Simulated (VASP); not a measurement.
# Ti (Pm-3m) in VASP: a series of runs

The runs below take Ti through single point, with revPBE, PBEsol.

Everything below comes from runs of VASP 6.6.1. Logs are shortened: lines on timing, memory, paths and dates and some standing lists are left out, and cuts for length are marked.

**1. The cell of the first run**

Symmetry: Pm-3m, No. 221, cubic system. The conventional cell has a = 2.189 Å, b = 2.189 Å, c = 2.189 Å, α = 90.00°, β = 90.00°, γ = 90.00°. Ti (site symmetry m-3m) has 6 Ti at 2.19 Å within 2.9 Å.

This isn't the form of Ti at room conditions, which is hcp.

**2. Single point, revPBE**

INCAR

```
SYSTEM = Ti
PREC = Accurate
ENCUT = 500
EDIFF = 1E-6
ISMEAR = -1
SIGMA = 0.08
LREAL = .False.
LASPH = .True.
NELM = 120
ALGO = Normal
ISIF = 2
LWAVE = .False.
LCHARG = .False.
GGA = RE
NBANDS = 12
GGA_COMPAT = .False.
```

KPOINTS

```
regular mesh
0
Gamma
  14 14 14
  0 0 0
```

POSCAR

```
Ti
1.0
    2.1893947306      0.0000000000      0.0000000000
    0.0000000000      2.1893947306      0.0000000000
    0.0000000000      0.0000000000      2.1893947306
Ti
1
Direct
    0.0000000000      0.0000000000      0.0000000000
```

Potentials or basis: VASP PAW PBE potentials, release 64 (Ti_sv).

Started as:

```console
cat potpaw_PBE.64/Ti_sv/POTCAR > POTCAR
mpirun -np 1 vasp_std > vasp.out
```

OUTCAR:

```text
SYSTEM = Ti
   PREC = Accurate
   ENCUT = 500
   EDIFF = 1E-6
   ISMEAR = -1
   LREAL = .False.
   LASPH = .True.
   NELM = 120
   ISIF = 2
   GGA = RE

 ion  position               nearest neighbor table
   1  0.000  0.000  0.000-

  LATTYP: Found a simple cubic cell.
 ALAT       =     2.1893947306

  Lattice vectors:

 A1 = (   2.1893947306,   0.0000000000,   0.0000000000)
 A2 = (   0.0000000000,   2.1893947306,   0.0000000000)
 A3 = (   0.0000000000,   0.0000000000,   2.1893947306)

Analysis of symmetry for initial positions (statically):
=====================================================================
 Subroutine PRICEL returns:
 Original cell was already a primitive cell.

 Routine SETGRP: Setting up the symmetry group for a
 simple cubic supercell.

 Subroutine GETGRP returns: Found 48 space group operations
 (whereof 48 operations were pure point group operations)
 out of a pool of 48 trial point group operations.

The static configuration has the point symmetry O_h .

Analysis of symmetry for dynamics (positions and initial velocities):
=====================================================================
 Subroutine PRICEL returns:
 Original cell was already a primitive cell.

 Routine SETGRP: Setting up the symmetry group for a
 simple cubic supercell.

 Subroutine GETGRP returns: Found 48 space group operations
 (whereof 48 operations were pure point group operations)
 out of a pool of 48 trial point group operations.

The dynamic configuration has the point symmetry O_h .

 Subroutine INISYM returns: Found 48 space group operations
 (whereof 48 operations are pure point group operations),
 and found     1 'primitive' translations

----------------------------------------------------------------------------------------

                                     Primitive cell

  volume of cell :      10.4948

  direct lattice vectors                    reciprocal lattice vectors
     2.189394731  0.000000000  0.000000000     0.456747240  0.000000000  0.000000000
     0.000000000  2.189394731  0.000000000     0.000000000  0.456747240  0.000000000
     0.000000000  0.000000000  2.189394731     0.000000000  0.000000000  0.456747240

  length of vectors
     2.189394731  2.189394731  2.189394731     0.456747240  0.456747240  0.456747240

  position of ions in fractional coordinates (direct lattice)
     0.000000000  0.000000000  0.000000000
[... 81 lines left out ...]
   NFREE  =      0    steps in history (QN), initial steepest desc. (CG)
   ISIF   =      2    stress and relaxation
   ISYM   =      2    0-nonsym 1-usesym 2-fastsym
   POTIM  = 0.5000    time-step for ionic-motion
   TEBEG  =    0.0;   TEEND  =   0.0 temperature during run
   PSTRESS=    0.0 pullay stress
   NELECT =      12.0000    total number of electrons
   NUPDOWN=      -1.0000    fix difference up-down
   EMIN   =  10.00;   EMAX   =-10.00  energy-range for DOS
   EFERMI =   0.00;   METHOD = LEGACY
   ISMEAR =    -1;   SIGMA  =   0.08  broadening in eV -4-tet -1-fermi 0-gaus
   EFERMI_NEDOS =   21; number of points for ismear=-14 and -15
   IALGO  =     38    algorithm
   IMIX   =      4    mixing-type and parameters
     AMIX     =   0.40;   BMIX     =  1.00
     AMIX_MAG =   1.60;   BMIX_MAG =  1.00
  volume/ion in A,a.u.               =      10.49        70.82
  Fermi-wavevector in a.u.,A,eV,Ry     =   1.711898  3.235018 39.873155  2.930594
  Thomas-Fermi vector in A             =   2.789927
   LORBIT       =      0    0 simple, 1 ext, 2 COOP (PROOUT), +10 PAW based schemes
   GGA     = RE    functional components
   LHFCALC =     F    Hartree Fock is set to
   AEXX    =    0.0000 exact exchange contribution
   IVDW    =     0    specifies the selected vdW correction
   LEPSILON=     F    determine dielectric tensor
   LRPA    =     F    only Hartree local field effects (RPA)
 non-spin polarized calculation
  energy-cutoff  :      500.00
  volume of cell :       10.49
 maximum number of plane-waves:       284
 NGX is ok and might be reduce to    16
   NGX =  7   NGY =  7   NGZ =  7

 number of electron      12.0000013 magnetization

 Free energy of the ion-electron system (eV)
  ---------------------------------------------------
  ext. energy  EPLUGINS =         0.00000000
  ---------------------------------------------------
  free energy    TOTEN  =        -4.67833971 eV

  energy without entropy =       -4.65301892  energy(sigma->0) =       -4.66567932

 E-fermi :  14.7700     XC(G=0): -13.9413

 val. band max:       14.7512859221   @ k =   0.5000   0.1429   0.0000
 cond. band min:      14.7784767497   @ k =   0.5000   0.5000   0.2143
 fundamental gap:      0.0271908276
 Fermi energy:        14.7700128696

 k-point     1 :       0.0000    0.0000    0.0000
  band No.  band energies     occupation
      1     -42.2167      2.00000
      2     -16.1041      2.00000
      3     -16.1041      2.00000
      4     -16.1041      2.00000
      5       8.4831      2.00000
      6      11.6396      2.00000
      7      11.6396      2.00000
      8      21.6346      0.00000
      9      21.6346      0.00000
     10      21.6346      0.00000
     11      37.8970      0.00000
     12      37.8970      0.00000
[... 331 lines left out ...]
 k-point    24 :       0.3571    0.2143    0.0000
  band No.  band energies     occupation
      1     -41.2959      2.00000
      2     -18.9892      2.00000
      3     -17.2565      2.00000
      4     -15.6675      2.00000
      5      11.9458      2.00000
      6      13.4948      2.00000
      7      16.2933      0.00000
      8      18.6034      0.00000
      9      19.7662      0.00000
     10      20.4246      0.00000
     11      29.4427      0.00000
     12      35.6197      0.00000

 [... further k-points ...]

------------------------ aborting loop because EDIFF is reached ----------------------------------------

  FORCE on cell =-STRESS in cart. coord.  units (eV):
  Direction    XX          YY          ZZ          XY          YZ          ZX
  --------------------------------------------------------------------------------------
  -------------------------------------------------------------------------------------
  Total        7.8937161      7.8937161      7.8937161      0.0000000      0.0000000      0.0000000
  in kB     1205.0910983   1205.0910983   1205.0910983      0.0000000      0.0000000      0.0000000
  external PRESSURE =    1205.0910983 kB  Pullay stress =       0.0000000 kB

 VOLUME and BASIS-vectors are now :
 -----------------------------------------------------------------------------
  energy-cutoff  :      500.00
  volume of cell :       10.49
      direct lattice vectors                 reciprocal lattice vectors
     2.189394731  0.000000000  0.000000000     0.456747240  0.000000000  0.000000000
     0.000000000  2.189394731  0.000000000     0.000000000  0.456747240  0.000000000
     0.000000000  0.000000000  2.189394731     0.000000000  0.000000000  0.456747240

 POSITION                                       TOTAL-FORCE (eV/Angst)
 -----------------------------------------------------------------------------------
      0.00000      0.00000      0.00000         0.000000      0.000000      0.000000
 -----------------------------------------------------------------------------------
    total drift:                               -0.000000     -0.000000     -0.000000

  FREE ENERGIE OF THE ION-ELECTRON SYSTEM (eV)
  ---------------------------------------------------
  free  energy   TOTEN  =        -4.6783397081 eV

  energy  without entropy=       -4.6530189224  energy(sigma->0) =       -4.66567932
```

Run time: 6 s. Hardware: 1 thread of Intel Xeon Platinum 8259CL at 2.50GHz (Skylake/Cascade Lake), shared host; peak memory 0.12 GiB.

Results:

```yaml
Free_energy: -4.6783 eV
Pressure: 120.5 GPa
Band_gap_on_the_k_mesh: zero (bands 6 and 7 overlap by 4.92 eV)
```

Levels at points of the mesh, in eV from the Fermi level:
| k point | band 2 | band 3 | band 4 | band 5 | band 6 | band 7 | band 8 | band 9 | band 10 | band 11 |
| --- | --- | --- | --- | --- | --- | --- | --- | --- | --- | --- |
| (0.00, 0.00, 0.00) | -30.87 | -30.87 | -30.87 | -6.29 | -3.13 | -3.13 | 6.86 | 6.86 | 6.86 | 23.13 |
| (0.50, 0.00, 0.00) | -34.66 | -30.50 | -30.50 | -1.73 | -1.45 | 1.39 | 2.90 | 2.90 | 7.25 | 13.73 |
| (0.50, 0.50, 0.00) | -33.93 | -33.93 | -30.16 | -6.17 | 0.06 | 3.83 | 3.83 | 9.22 | 10.08 | 10.08 |
| (0.50, 0.50, 0.50) | -33.31 | -33.31 | -33.31 | -3.38 | -3.38 | -3.38 | 9.45 | 9.45 | 9.48 | 21.69 |

Caveat: the cell stands under pressure; the PAW data sets were made with another functional, which shifts forces and pressure a little.

**3. Single point, PBEsol**

This run uses another cell than the first one, of 13.29 Å³/atom.

INCAR

```
SYSTEM = Ti
PREC = Accurate
ENCUT = 500
EDIFF = 1E-6
ISMEAR = 1
SIGMA = 0.1
LREAL = .FALSE.
LASPH = .TRUE.
NELM = 120
ALGO = Normal
ISIF = 2
LWAVE = .FALSE.
LCHARG = .FALSE.
GGA = PS
NBANDS = 12
GGA_COMPAT = .FALSE.
```

KPOINTS

```
regular mesh
0
G
  14 14 14
  0 0 0
```

POSCAR

```
Ti
1.0
    2.3688897519      0.0000000000      0.0000000000
    0.0000000000      2.3688897519      0.0000000000
    0.0000000000      0.0000000000      2.3688897519
Ti
1
Direct
    0.0000000000      0.0000000000      0.0000000000
```

Potentials or basis: VASP PAW PBE potentials, release 64 (Ti_sv).

Started as:

```console
cat potpaw_PBE.64/Ti_sv/POTCAR > POTCAR
mpirun -np 1 vasp_std > vasp.out
```

Wall time 12 s (1 thread of Intel Xeon Platinum 8259CL at 2.50GHz (Skylake/Cascade Lake), shared host); peak memory 0.13 GiB.

The run converged. Its results:

| Quantity | Value |
| --- | --- |
| Free energy | -7.1076 eV |
| Pressure | 37.5 GPa |
| Band gap on the k mesh | zero (bands 6 and 7 overlap by 3.33 eV) |

Levels at points of the mesh, in eV from the Fermi level:
```
           k point  band 2  band 3  band 4  band 5  band 6  band 7  band 8  band 9  band 10  band 11
(0.00, 0.00, 0.00)  -31.36  -31.36  -31.36   -6.28   -2.17   -2.17    5.50    5.50     5.50    19.56
(0.50, 0.00, 0.00)  -33.51  -31.16  -31.16   -1.79   -1.10    0.42    2.57    2.57     5.77    10.59
(0.50, 0.50, 0.00)  -33.13  -33.13  -30.97   -4.42   -0.03    3.25    3.25    7.27     7.55     7.55
(0.50, 0.50, 0.50)  -32.80  -32.80  -32.80   -2.24   -2.24   -2.24    7.44    7.44     9.42    16.37
```

Caveat: the cell stands under pressure; the PAW data sets were made with another functional, which shifts forces and pressure a little.
